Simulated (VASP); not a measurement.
# Nd3Si2I (Imm2) in VASP: relaxation of cell and atoms with PBE

Aim: the relaxation of cell and atoms of Nd3Si2I with PBE.

Program: VASP 6.6.1. These are calculated values, not measurements. Logs are shortened: lines on timing, memory, paths and dates and some standing lists are left out, and cuts for length are marked.

### 1 The cell of the first run

The structure is orthorhombic, space group Imm2 (No. 44). Conventional cell: a = 5.965 Å, b = 6.028 Å, c = 8.381 Å, α = 90.00°, β = 90.00°, γ = 90.00°. Nd (site symmetry m) has 4 Si at 2.97 to 2.99 Å and 5 Nd at 2.97 to 3.52 Å and 3 I at 3.51 to 3.54 Å within 3.9 Å. Within 4.6 Å of Nd (site symmetry mm2) lie 6 Nd at 3.47 to 3.52 Å and 6 Si at 3.49 to 3.50 Å and 4 I at 3.61 to 3.71 Å. Within 3.9 Å of Si (site symmetry m) lie 7 Nd at 2.97 to 3.50 Å and 2 Si at 3.01 to 3.02 Å and 3 I at 3.43 to 3.52 Å. I (site symmetry mm2) has 6 Si at 3.43 to 3.52 Å and 10 Nd at 3.51 to 3.71 Å within 4.5 Å.

The cell was generated, and may not be a known phase.

### 2 Relaxation of cell and atoms, PBE

INCAR

```
SYSTEM = Nd3Si2I
ALGO     = Normal         ! electronic algorithm
EDIFF    = 1E-7           ! SCF threshold, eV
EDIFFG   = -0.08          ! ionic threshold
ENCUT    = 500            ! plane-wave cutoff, eV
GGA      = PE             ! functional
GGA_COMPAT= .False.      
IBRION   = 2              ! ionic algorithm
ISIF     = 3              ! what is computed and relaxed
ISMEAR   = 0              ! smearing method
LASPH    = .True.         ! aspherical terms in the spheres
LCHARG   = .False.        ! write CHGCAR
LMAXMIX  = 6              ! l up to which the mixer works
LREAL    = .False.        ! projectors in reciprocal space
LWAVE    = .False.        ! write WAVECAR
NELM     = 200            ! most SCF steps
NELMIN   = 4            
NSW      = 36             ! ionic steps
PREC     = Accurate       ! precision mode
SIGMA    = 0.15           ! smearing width, eV
```

KPOINTS

```
k-points
0
Gamma
  3 3 3
  0 0 0
```

POSCAR

```
Nd3Si2I
1.0
   -2.9824891300      3.0141520400      4.1905192600
    2.9824891300     -3.0141520400      4.1905192600
    2.9824891300      3.0141520400     -4.1905192600
Nd Si I
3 2 1
Direct
    0.3769650500      0.1282256800      0.7512606400
    0.3769650500      0.6257044100      0.2487393600
    0.7509319000      0.2509319000      0.5000000000
    0.3764564700      0.6256984000      0.7507580700
    0.8749403400      0.6256984000      0.2492419300
    0.9938020700      0.9938020700      0.0000000000
```

Potentials or basis: VASP PAW PBE potentials, release 64 (Nd_3, Si, I), 4f in core.

Started as:

```sh
cat potpaw_PBE.64/Nd_3/POTCAR potpaw_PBE.64/Si/POTCAR potpaw_PBE.64/I/POTCAR > POTCAR
mpirun -np 1 vasp_std > vasp.out
```

OUTCAR:

```text
SYSTEM = Nd3Si2I
   EDIFF = 1E-7
   EDIFFG = -0.08
   ENCUT = 500
   GGA = PE
   IBRION = 2
   ISIF = 3
   ISMEAR = 0
   LASPH = .True.
   LREAL = .False.
   NELM = 200
   NELMIN = 4
   NSW = 36
   PREC = Accurate

 ion  position               nearest neighbor table
   1  0.377  0.128  0.751-   5 2.97   4 2.97   2 2.97   4 2.99   5 2.99   2 3.00   3 3.47   6 3.51
                             6 3.51   3 3.52   3 3.52   6 3.54
   2  0.377  0.626  0.249-   4 2.97   5 2.97   1 2.97   5 2.99   4 2.99   1 3.00   3 3.47   6 3.51
                             6 3.51   3 3.52   3 3.52   6 3.54
   3  0.751  0.251  0.500-   2 3.47   1 3.47   1 3.52   2 3.52   2 3.52   1 3.52   6 3.61   6 3.61

   4  0.376  0.626  0.751-   2 2.97   1 2.97   1 2.99   2 2.99   5 3.01   5 3.02
   5  0.875  0.626  0.249-   1 2.97   2 2.97   2 2.99   1 2.99   4 3.01   4 3.02
   6  0.994  0.994  0.000-   1 3.51   2 3.51   2 3.51   1 3.51   1 3.54   2 3.54   3 3.61   3 3.61

  LATTYP: Found a body centered orthorhombic cell.
 ALAT       =     5.9649782600
 B/A-ratio  =     1.0106162700
 C/A-ratio  =     1.4050409163

  Lattice vectors:

 A1 = (  -2.9824891300,   3.0141520400,   4.1905192600)
 A2 = (   2.9824891300,  -3.0141520400,   4.1905192600)
 A3 = (   2.9824891300,   3.0141520400,  -4.1905192600)

Analysis of symmetry for initial positions (statically):
=====================================================================
 Subroutine PRICEL returns:
 Original cell was already a primitive cell.

 Routine SETGRP: Setting up the symmetry group for a
 body centered orthorhombic supercell.

 Subroutine GETGRP returns: Found  4 space group operations
 (whereof  4 operations were pure point group operations)
 out of a pool of  8 trial point group operations.

The static configuration has the point symmetry C_2v.

Analysis of symmetry for dynamics (positions and initial velocities):
=====================================================================
 Subroutine PRICEL returns:
 Original cell was already a primitive cell.

 Routine SETGRP: Setting up the symmetry group for a
 body centered orthorhombic supercell.

 Subroutine GETGRP returns: Found  4 space group operations
 (whereof  4 operations were pure point group operations)
 out of a pool of  8 trial point group operations.

The dynamic configuration has the point symmetry C_2v.

 Subroutine INISYM returns: Found  4 space group operations
 (whereof  4 operations are pure point group operations),
 and found     1 'primitive' translations

----------------------------------------------------------------------------------------

                                     Primitive cell

  volume of cell :     150.6856

  direct lattice vectors                    reciprocal lattice vectors
    -2.982489130  3.014152040  4.190519260     0.000000000  0.165884134  0.119316955
     2.982489130 -3.014152040  4.190519260     0.167645204  0.000000000  0.119316955
     2.982489130  3.014152040 -4.190519260     0.167645204  0.165884134  0.000000000

  length of vectors
     5.961610990  5.961610990  5.961610990     0.204338155  0.205770383  0.235844144

  position of ions in fractional coordinates (direct lattice)
     0.376965050  0.128225680  0.751260640
     0.376965050  0.625704410  0.248739360
     0.750931900  0.250931900  0.500000000
     0.376456470  0.625698400  0.750758070
     0.874940340  0.625698400  0.249241930
     0.993802070  0.993802070  0.000000000

  ion indices of the primitive-cell ions
   primitive index   ion index
                 1           1
                 2           2
                 3           3
                 4           4
                 5           5
                 6           6

----------------------------------------------------------------------------------------

 KPOINTS: k-points

Automatic generation of k-mesh.
 Grid dimensions read from file:
 generate k-points for:    3    3    3

 Generating k-lattice:

  Cartesian coordinates                     Fractional coordinates (reciprocal lattice)
     0.000000000  0.055294711  0.039772318     0.333333333  0.000000000  0.000000000
     0.055881735  0.000000000  0.039772318     0.000000000  0.333333333 -0.000000000
     0.055881735  0.055294711  0.000000000     0.000000000 -0.000000000  0.333333333

  Length of vectors
     0.068112718  0.068590128  0.078614715

  Shift w.r.t. Gamma in fractional coordinates (k-lattice)
     0.000000000  0.000000000  0.000000000

 Subroutine IBZKPT returns following result:
 ===========================================

 Found      8 irreducible k-points:

 Following reciprocal coordinates:
            Coordinates               Weight
  0.000000  0.000000  0.000000      1.000000
  0.333333 -0.000000  0.000000      4.000000
  0.000000  0.333333  0.000000      4.000000
  0.333333  0.333333  0.000000      8.000000
 -0.333333  0.333333 -0.000000      4.000000
 -0.333333  0.333333  0.333333      2.000000
  0.333333 -0.333333  0.333333      2.000000
 -0.333333 -0.333333  0.333333      2.000000
   k-points           NKPTS =      8   k-points in BZ     NKDIM =      8   number of bands    NBANDS=     28
   number of dos      NEDOS =    301   number of ions     NIONS =      6
   total plane-waves  NPLWV = 110592
   dimension x,y,z NGX =    48 NGY =   48 NGZ =   48
   dimension x,y,z NGXF=    96 NGYF=   96 NGZF=   96
   ions per type =               3   2   1
   NGX,Y,Z   is equivalent  to a cutoff of  13.39, 13.39, 13.39 a.u.
   NGXF,Y,Z  is equivalent  to a cutoff of  26.77, 26.77, 26.77 a.u.
 SYSTEM =  Nd3Si2I
   PREC   = accura    normal or accurate (medium, high low for compatibility)
   ISTART =      0    job   : 0-new  1-cont  2-samecut
   ICHARG =      2    charge: 1-file 2-atom 10-const
   ISPIN  =      1    spin polarized calculation?
   LNONCOLLINEAR =      F non collinear calculations
   LSORBIT =      F    spin-orbit coupling
   LASPH  =      T    aspherical Exc in radial PAW
   ENCUT  =  500.0 eV  36.75 Ry    6.06 a.u.  10.87 10.87 10.87*2*pi/ulx,y,z
   NELM   =    200;   NELMIN=  4; NELMDL= -5     # of ELM steps
   EDIFF  = 0.1E-06   stopping-criterion for ELM
   LREAL  =      F    real-space projection
   EDIFFG = -.8E-01   stopping-criterion for IOM
   NSW    =     36    number of steps for IOM
   IBRION =      2    ionic relax: 0-MD 1-quasi-New 2-CG
   NFREE  =      1    steps in history (QN), initial steepest desc. (CG)
   ISIF   =      3    stress and relaxation
   ISYM   =      2    0-nonsym 1-usesym 2-fastsym
   POTIM  = 0.5000    time-step for ionic-motion
   TEBEG  =    0.0;   TEEND  =   0.0 temperature during run
   PSTRESS=    0.0 pullay stress
   NELECT =      48.0000    total number of electrons
   NUPDOWN=      -1.0000    fix difference up-down
   EMIN   =  10.00;   EMAX   =-10.00  energy-range for DOS
   EFERMI =   0.00;   METHOD = LEGACY
   ISMEAR =     0;   SIGMA  =   0.15  broadening in eV -4-tet -1-fermi 0-gaus
   EFERMI_NEDOS =   21; number of points for ismear=-14 and -15
   IALGO  =     38    algorithm
   IMIX   =      4    mixing-type and parameters
     AMIX     =   0.40;   BMIX     =  1.00
     AMIX_MAG =   1.60;   BMIX_MAG =  1.00
  volume/ion in A,a.u.               =      25.11       169.48
  Fermi-wavevector in a.u.,A,eV,Ry     =   1.118059  2.112825 17.008036  1.250055
  Thomas-Fermi vector in A             =   2.254687
   LORBIT       =      0    0 simple, 1 ext, 2 COOP (PROOUT), +10 PAW based schemes
   GGA     = PE    functional components
   LHFCALC =     F    Hartree Fock is set to
   AEXX    =    0.0000 exact exchange contribution
   IVDW    =     0    specifies the selected vdW correction
   LEPSILON=     F    determine dielectric tensor
   LRPA    =     F    only Hartree local field effects (RPA)
 conjugate gradient relaxation of ions
 non-spin polarized calculation
 Gauss-broadening in eV      SIGMA  =   0.15
  energy-cutoff  :      500.00
  volume of cell :      150.69
 maximum number of plane-waves:      3840
 NGX is ok and might be reduce to    48
   NGX = 21   NGY = 21   NGZ = 21

--------------------------------------- Ionic step        1  -------------------------------------------

 number of electron      48.0000000 magnetization

 Free energy of the ion-electron system (eV)
  ---------------------------------------------------
  ext. energy  EPLUGINS =         0.00000000
  ---------------------------------------------------
  free energy    TOTEN  =       -27.19579569 eV

  energy without entropy =      -27.13711755  energy(sigma->0) =      -27.16645662

------------------------ aborting loop because EDIFF is reached ----------------------------------------

  FORCE on cell =-STRESS in cart. coord.  units (eV):
  Direction    XX          YY          ZZ          XY          YZ          ZX
  --------------------------------------------------------------------------------------
  -------------------------------------------------------------------------------------
  Total        9.7072894      1.4763023      4.8882985      0.0000000      0.0000000      0.0000000
  in kB      103.2135467     15.6969052     51.9752325      0.0000000      0.0000000      0.0000000
  external PRESSURE =      56.9618948 kB  Pullay stress =       0.0000000 kB
[... 101 lines left out ...]
  FREE ENERGIE OF THE ION-ELECTRON SYSTEM (eV)
  ---------------------------------------------------
  free  energy   TOTEN  =       -27.6858838561 eV

  energy  without entropy=      -27.6295796344  energy(sigma->0) =      -27.65773175

 E-fermi :   5.5582     XC(G=0): -10.0321

 val. band max:        5.5190413497   @ k =   0.0000   0.3333   0.0000
 cond. band min:       5.6387912723   @ k =   0.3333   0.3333   0.0000
 fundamental gap:      0.1197499225
 Fermi energy:         5.5581956175

 k-point     1 :       0.0000    0.0000    0.0000
  band No.  band energies     occupation
      1     -32.7113      2.00000
      2     -32.3250      2.00000
      3     -32.2571      2.00000
      4     -14.1330      2.00000
      5     -14.1214      2.00000
      6     -14.0477      2.00000
[... 237 lines left out ...]
     27       6.8719      0.00000
     28       7.1980      0.00000

[... ionic steps 4 to 16 ...]

--------------------------------------- Ionic step       17  -------------------------------------------

 number of electron      48.0000001 magnetization

------------------------ aborting loop because EDIFF is reached ----------------------------------------

  FORCE on cell =-STRESS in cart. coord.  units (eV):
  Direction    XX          YY          ZZ          XY          YZ          ZX
  --------------------------------------------------------------------------------------
  -------------------------------------------------------------------------------------
  Total       -0.0970512     -0.0176184     -0.2194878      0.0000000      0.0000000      0.0000000
  in kB       -0.8956664     -0.1625971     -2.0256090      0.0000000      0.0000000      0.0000000
  external PRESSURE =      -1.0279575 kB  Pullay stress =       0.0000000 kB
[... 65 lines left out ...]
  energy  without entropy=      -28.6169220065  energy(sigma->0) =      -28.64289969

--------------------------------------- Ionic step       19  -------------------------------------------

 number of electron      48.0000001 magnetization

 Free energy of the ion-electron system (eV)
  ---------------------------------------------------
  ext. energy  EPLUGINS =         0.00000000
  ---------------------------------------------------
  free energy    TOTEN  =       -28.66940456 eV

  energy without entropy =      -28.61819467  energy(sigma->0) =      -28.64379962

 E-fermi :   5.0368     XC(G=0):  -9.7014

 val. band max:        4.9712622598   @ k =   0.0000   0.0000   0.0000
 cond. band min:       5.0730831980   @ k =  -0.3333   0.3333  -0.0000
 fundamental gap:      0.1018209382
 Fermi energy:         5.0368335669

 k-point     1 :       0.0000    0.0000    0.0000
  band No.  band energies     occupation
      1     -33.3220      2.00000
      2     -33.0734      2.00000
      3     -33.0079      2.00000
      4     -14.6837      2.00000
      5     -14.5879      2.00000
      6     -14.5382      2.00000
[... 270 lines left out ...]
  FREE ENERGIE OF THE ION-ELECTRON SYSTEM (eV)
  ---------------------------------------------------
  free  energy   TOTEN  =       -28.6694045639 eV

  energy  without entropy=      -28.6181946682  energy(sigma->0) =      -28.64379962

 reached required accuracy - stopping structural energy minimisation
```

Run time: 8.9 min. Hardware: 1 thread of AMD EPYC 9R45 (Zen 5), shared host; peak memory 0.32 GiB.

Results:

- Free energy: -28.6694 eV
- Relaxed volume: 28.84 Å³/atom
- Relaxed cell: a = 6.108 Å, b = 6.108 Å, c = 6.108 Å, α = 107.67°, β = 116.91°, γ = 104.12°
- Space group after relaxing (to 0.1 Å): Imm2 (No. 44)
- Energy gained by relaxing: 245.6 meV/atom
- Ionic steps: 19
- Pressure after relaxing: 0.1 GPa
- Largest force after relaxing: 0.065 eV/Å
- Band gap on the k mesh: 0.10 eV (least direct gap 0.12 eV)

Forces on the atoms (eV/Å):
```
Nd  -0.029  0.000 -0.026
Nd   0.029  0.000 -0.026
Nd   0.000  0.000  0.065
Si   0.000 -0.010 -0.020
Si   0.000  0.010 -0.020
I    0.000  0.000  0.027
```

The path:
| step | energy change (eV) | largest force (eV/Å) | pressure (GPa) | volume (Å³) |
| --- | --- | --- | --- | --- |
| 1 | 0.0000 | 1.0325 | 5.70 | 150.69 |
| 2 | -0.4897 | 0.6460 | -1.66 | 170.84 |
| 3 | -0.4901 | 0.6543 | -1.50 | 170.25 |
| 4 | -0.6722 | 0.5866 | -0.93 | 167.96 |
| 5 | -0.8522 | 0.7217 | 1.35 | 161.47 |
| 6 | -0.9814 | 0.8764 | 0.88 | 164.07 |
| 7 | -1.1308 | 1.1035 | 0.59 | 170.89 |
| 8 | -1.3192 | 0.5954 | -0.80 | 176.84 |
| 9 | -1.3446 | 0.4347 | -1.38 | 180.00 |
| 10 | -1.4140 | 0.3642 | 0.92 | 172.04 |
| 11 | -1.4187 | 0.2724 | 0.42 | 173.57 |
| 12 | -1.4432 | 0.2428 | -0.13 | 175.02 |
| 13 | -1.4450 | 0.2536 | -0.31 | 175.53 |
| 14 | -1.4595 | 0.2427 | 0.02 | 173.95 |
| 15 | -1.4647 | 0.2325 | 0.43 | 172.17 |
| 16 | -1.4691 | 0.1388 | -0.32 | 174.22 |
| 17 | -1.4701 | 0.1215 | -0.10 | 173.61 |
| 18 | -1.4731 | 0.0877 | 0.01 | 173.28 |
| 19 | -1.4736 | 0.0655 | 0.09 | 173.06 |

Final structure:
```
CELL_PARAMETERS angstrom
-3.60487 3.19555 3.75584
3.60487 -3.19555 3.75584
3.60487 3.19555 -3.75584
ATOMIC_POSITIONS crystal
Nd 0.35058 0.08413 0.73355
Nd 0.35058 0.61703 0.26645
Nd 0.80985 0.30985 0.50000
Si 0.41782 0.60997 0.80785
Si 0.80211 0.60997 0.19215
I 0.01911 0.01911 0.00000
```

Levels at points of the mesh, in eV from the valence-band top:
| k point | band 21 | band 22 | band 23 | band 24 | band 25 | band 26 | band 27 | band 28 |
| --- | --- | --- | --- | --- | --- | --- | --- | --- |
| (0.00, 0.00, 0.00) | -1.00 | -0.70 | -0.56 | 0.00 | 0.13 | 0.67 | 1.50 | 1.81 |

Caveat: the k points lie up to 0.43 Å⁻¹ apart in the final cell; spin-orbit coupling is left out, which moves the levels of the heavy elements; the 4f electrons are frozen in the core, so they carry no moment and show no levels; the relaxation stopped at a loose force limit of 0.08 eV/Å, so its end isn't a converged minimum.
